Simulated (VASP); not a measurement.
Crystal: SnSe.

```xyz
2
Lattice="0.0000 3.0690 3.0690 3.0690 0.0000 3.0690 3.0690 3.0690 0.0000" Properties=species:S:1:pos:R:3 pbc="T T T"
Sn    0.0000    0.0000    0.0000
Se    3.0690    3.0690    3.0690
```

Base run:

| Item | Value |
| --- | --- |
| Program | VASP 6.6.1 |
| Functional | PBE exchange alone |
| Potentials or basis | VASP PAW PBE potentials, release 64 (Sn_d, Se) |
| Cutoff | 520 eV |
| k mesh | 8 × 8 × 8 |
| Occupations | fermi-dirac, width 0.05 eV |
| Spin | no spin polarisation |

Its results: band gap on the k mesh 0.18 eV; pressure 6.8 GPa.

Task: The run is repeated on the same cell with these changes: functional from PBE exchange alone to RPBE; dispersion from none to D4. What comes out?

Result: Band gap on the k mesh 0.29 eV; pressure 3.7 GPa.

Several settings changed at once.

Caveats: the cell stands under pressure; semilocal functionals underestimate gaps, and a narrow one can read as zero; spin-orbit coupling is left out, which moves the levels of the heavy elements; the PAW data sets were made with another functional, which shifts forces and pressure a little (at least some runs).

A k mesh can miss the band edges.
